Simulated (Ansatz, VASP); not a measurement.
**Two plane-wave programs on In5Sb**

```
CELL_PARAMETERS angstrom
0.00000 4.44254 4.44254
4.44254 0.00000 4.44254
4.44254 4.44254 0.00000
ATOMIC_POSITIONS crystal
In 0.37494 0.87518 0.37494
In 0.37494 0.37494 0.37494
In 0.75000 0.75000 0.75000
In 0.87518 0.37494 0.37494
In 0.37494 0.37494 0.87518
Sb 0.00000 0.00000 0.00000
```

Change from the starting cell: species swapped into the CaAu5 type (F-43m, No. 216).

Alike in both runs: functional PBE; k mesh 4 × 4 × 4; occupations gaussian, width 0.1 eV; no spin polarisation.

Ansatz relaxed the structure, and its values are those at the end. VASP's run is a single point on that final structure, the one shown.

|  | VASP | Ansatz |
| --- | --- | --- |
| version | VASP 6.6.1 | Ansatz 0.2.0 |
| potentials or method | VASP PAW PBE potentials, release 64 (In_d, Sb), cutoff 520 eV | scalar-relativistic, plane waves, PAW |
| valence electrons in the cell | 70 | 80 |

```csv
,VASP,Ansatz,Ansatz less VASP
gap on the k mesh at the Fermi level (eV),none,none,-
pressure (GPa),0.1,0.2,+0.04
rms of the force components (eV/Å),0.005,0.005,0.0000
```

A gap of «none» marks a metal or a gap that the smearing closes. VASP's potentials hold 70 valence electrons a cell and Ansatz's 80, so a difference there can come from the potentials and not from the codes.

Neither program's run includes spin-orbit coupling.
